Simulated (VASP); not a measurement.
Write the native input for VASP 6.6.1 that does the following.

```
Task                   : single point
Functional             : LDA
Potentials or basis    : VASP PAW LDA potentials, release 64 (Pt)
Cutoff                 : 520 eV
k mesh                 : 9 × 9 × 13
Occupations            : fermi-dirac, width 0.1 eV
Spin                   : no spin polarisation
Dipole correction      : no
Further INCAR settings : ALGO = Normal; EDIFF = 1e-06; NBANDS = 22
```

The structure of Pt lies in POSCAR:

```
Pt
1.0
    4.5043495071      0.0000000000      0.0000000000
   -2.2521747536      3.9008811007      0.0000000000
    0.0000000000      0.0000000000      2.6836460781
Pt
3
Direct
    1.0000000000      1.0000000000      1.0000000000
    0.3333333333      0.6666666667      0.5000000000
    0.6666666667      0.3333333333      0.5000000000
```

This cell differs from its parent crystal: volume scaled by 1.04.

The input as run:

INCAR

```
SYSTEM = Pt
ALGO = Normal ; EDIFF = 1E-6
ENCUT = 520 ; ISIF = 2
ISMEAR = -1 ; LASPH = .TRUE.
LCHARG = .TRUE. ; LELF = .TRUE.
LREAL = .FALSE. ; LVHAR = .TRUE.
LWAVE = .FALSE. ; NBANDS = 22
NELM = 80 ; PREC = Accurate
SIGMA = 0.1
```

KPOINTS

```
k-points
0
G
  9 9 13
  0 0 0
```

Potentials or basis: VASP PAW LDA potentials, release 64 (Pt).

Launch:

```console
$ cat potpaw_LDA.64/Pt/POTCAR > POTCAR
$ mpirun -np 1 vasp_std > vasp.out
```

Results of the run:

* Pressure: -9.6 GPa
* Band gap on the k mesh: zero (band 15 reaches 11.31 eV, above the bottom of band 16 at 10.03 eV)

Caveat: spin-orbit coupling is left out, which moves the levels of the heavy elements.

Wall time 50 s on 1 thread of AMD EPYC 7R13 Processor (Zen 3) (shared host), peak memory 0.16 GiB.
